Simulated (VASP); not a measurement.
Mg3TeSe2: relaxation of cell and atoms with PBE

The system is Mg3TeSe2.

```
Mg Te Se
1.0
     6.93980    0.00000    0.00000
    -3.46990    6.01004    0.00000
     0.00000    0.00000    3.56801
Mg Te Se
3 1 2
Direct
  0.50000 0.00000 0.50000
  0.50000 0.50000 0.50000
  0.00000 0.50000 0.50000
  0.00000 0.00000 0.00000
  0.33333 0.66667 0.00000
  0.66667 0.33333 0.00000
```

The cell was built from a structure type or drawn by symmetry, and may not be a known phase.

```json
{
  "Program": "VASP 6.6.1",
  "Task": "relaxation of cell and atoms",
  "Functional": "PBE",
  "Potentials or basis": "VASP PAW PBE potentials, release 64 (Mg, Te, Se)",
  "Cutoff": "600 eV",
  "k mesh": "6 × 6 × 10",
  "Occupations": "gaussian, width 0.1 eV",
  "Spin": "no spin polarisation",
  "Dipole correction": "no",
  "Further INCAR settings": "ALGO = Normal; EDIFF = 1e-07; IBRION = 2; EDIFFG = -0.01; NSW = 100; ISIF = 3"
}
```

- Relaxed volume: 24.71 Å³/atom
- Relaxed cell: a = 6.947 Å, b = 6.947 Å, c = 3.547 Å, α = 90.00°, β = 90.00°, γ = 120.00°
- Space group after relaxing (to 0.1 Å): P6/mmm (No. 191)
- Energy gained by relaxing: 0.4 meV/atom
- Ionic steps: 4
- Pressure after relaxing: 0.0 GPa
- Band gap on the k mesh: zero (bands 12 and 13 overlap by 1.74 eV)

The path:
```tsv
step	energy change (eV)	largest force (eV/Å)	pressure (GPa)	volume (Å³)
1	0.0000	0.0000	-0.25	148.82
2	-0.0025	0.0000	0.10	147.99
3	-0.0025	0.0000	0.06	148.08
4	-0.0026	0.0000	0.01	148.26
```

Final structure:
```
CELL_PARAMETERS angstrom
6.94741 0.00000 0.00000
-3.47370 6.01663 0.00000
0.00000 0.00000 3.54682
ATOMIC_POSITIONS crystal
Mg 0.50000 0.00000 0.50000
Mg 0.50000 0.50000 0.50000
Mg 0.00000 0.50000 0.50000
Te 0.00000 0.00000 0.00000
Se 0.33333 0.66667 0.00000
Se 0.66667 0.33333 0.00000
```

Levels at points of the mesh, in eV from the Fermi level:
```csv
k point,band 9,band 10,band 11,band 12,band 13,band 14,band 15,band 16
"(0.00, 0.00, 0.00)",-2.42,-1.75,-1.75,-0.58,1.31,2.91,2.98,4.08
"(0.50, 0.00, 0.00)",-2.54,-2.36,-2.10,0.67,1.23,1.53,1.88,2.85
"(0.00, 0.00, 0.50)",-3.55,-3.55,-0.72,-0.72,-0.18,-0.18,0.60,0.60
"(0.50, 0.00, 0.50)",-3.73,-3.02,-1.03,-0.84,-0.81,0.62,0.99,2.46
```

Run time: 2.8 min on 1 thread of Intel(R) Xeon(R) 6975P-C (Granite Rapids) (shared host), peak memory 0.41 GiB.

Caveat: spin-orbit coupling is left out, which moves the levels of the heavy elements.
